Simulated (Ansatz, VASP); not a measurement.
# Two plane-wave programs on ScAl5

```
Sc Al
1.0
     2.90603    0.00000    0.00000
     0.00000    2.90603    0.00000
     0.00000    0.00000   12.39085
Sc Al
1 5
Direct
  0.50000 0.50000 0.50000
  0.00000 0.00000 0.00000
  0.50000 0.50000 0.16374
  0.00000 0.00000 0.32318
  0.00000 0.00000 0.67682
  0.50000 0.50000 0.83626
```

Alike in both runs: task single point; functional PBE; k mesh 6 × 6 × 2; occupations gaussian, width 0.1 eV; collinear spin.

|  | VASP | Ansatz |
| --- | --- | --- |
| version | VASP 6.6.1 | Ansatz 0.2.0 |
| potentials or method | VASP PAW PBE potentials, release 64 (Sc_sv, Al), cutoff 520 eV | scalar-relativistic, plane waves, PAW |
| valence electrons in the cell | 26 | 26 |

```tsv
	VASP	Ansatz	Ansatz less VASP
gap on the k mesh at the Fermi level (eV)	none	none	-
pressure (GPa)	0.3	0.3	-0.01
traceless stress, the component that is largest in VASP (GPa)	-0.50	-0.51	-0.007
rms of the force components (eV/Å)	0.007	0.010	+0.0031
net moment per atom (μB)	0.09	0.09	0.000
size of the moment on the site where the two differ most (μB)	0.35	0.33	-0.023
```

Site moments also hang on the region over which each program counts them. Atom by atom the forces differ by 0.003 eV/Å (rms over components). A gap of «none» marks a metal or a gap that the smearing closes.

The k mesh is coarse, so the values compare programs but aren't converged.
